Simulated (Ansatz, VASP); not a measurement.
## Ti3Al in VASP and in Ansatz

INCAR

```
  ALGO = Fast
  EDIFF = 1E-6
  ENCUT = 520
  GGA = PE
  ISIF = 2
  ISMEAR = 0
  LASPH = T
  LCHARG = F
  LREAL = F
  LWAVE = F
  NBANDS = 49
  NELM = 100
  PREC = Accurate
  SIGMA = 0.1
```

KPOINTS

```
k-points
0
Gamma
  7 6 7
```

POSCAR

```
Ti3Al
1.0
    4.5772540000     -0.0021890000      0.0048540000
    0.0031780000      6.0426130000      0.0099970000
   -0.0053610000     -0.0085050000      4.8642190000
Ti Al
6 2
Direct
    0.7431355529      0.3659325243      0.2628546437
    0.7430824163      0.1108935999      0.7658341473
    0.2431154189      0.1108967331      0.1286276650
    0.2431561033      0.6209656496      0.1286127637
    0.2431032985      0.3659270017      0.6315917903
    0.7431234679      0.6209629462      0.7658182542
    0.2431115236      0.8659405441      0.6170537003
    0.7431267614      0.8659187388      0.2773928469
```

Input for Ansatz:

```yaml
crystal:
  lattice:
    - [4.577254, -0.002189, 0.004854]
    - [0.003178, 6.042613, 0.009997]
    - [-0.005361, -0.008505, 4.864219]
  atoms:
    - { symbol: Ti, position: [0.7431355529, 0.3659325243, 0.2628546437] }
    - { symbol: Ti, position: [0.7430824163, 0.1108935999, 0.7658341473] }
    - { symbol: Ti, position: [0.2431154189, 0.1108967331, 0.128627665] }
    - { symbol: Ti, position: [0.2431561033, 0.6209656496, 0.1286127637] }
    - { symbol: Ti, position: [0.2431032985, 0.3659270017, 0.6315917903] }
    - { symbol: Ti, position: [0.7431234679, 0.6209629462, 0.7658182542] }
    - { symbol: Al, position: [0.2431115236, 0.8659405441, 0.6170537003] }
    - { symbol: Al, position: [0.7431267614, 0.8659187388, 0.2773928469] }
basis:
  ecutwfc: 420
kpoints:
  mp_grid: { grid: [7, 6, 7] }
hamiltonian:
  xc: pbe
scf:
  occupations: { method: gaussian, width: 0.1 }
  n_extra_bands: 8
output:
  forces: true
  stress: true
  eigenvalues: true
  populations: true
  dos:
    method: { smearing: { sigma: 0.1, scheme: gaussian } }
    projected: true
    de: 0.02
```

Alike in both runs: task single point; functional PBE; k mesh 7 × 6 × 7; occupations gaussian, width 0.1 eV; no spin polarisation.

|  | VASP | Ansatz |
| --- | --- | --- |
| version | VASP 6.6.1 | Ansatz 0.2.0 |
| potentials or method | VASP PAW PBE potentials, release 64 (Ti_sv, Al), cutoff 520 eV | scalar-relativistic, plane waves, PAW |
| valence electrons in the cell | 78 | 78 |

```tsv
	VASP	Ansatz	Ansatz less VASP
gap on the k mesh at the Fermi level (eV)	none	none	-
pressure (GPa)	-0.1	0.0	+0.11
traceless stress, the component that is largest in VASP (GPa)	-0.06	-0.06	0.000
rms of the force components (eV/Å)	0.063	0.061	-0.0017
```

Atom by atom the forces differ by 0.004 eV/Å (rms over components). A gap of «none» marks a metal or a gap that the smearing closes. Ansatz's warnings: structure snapped to symmetry.
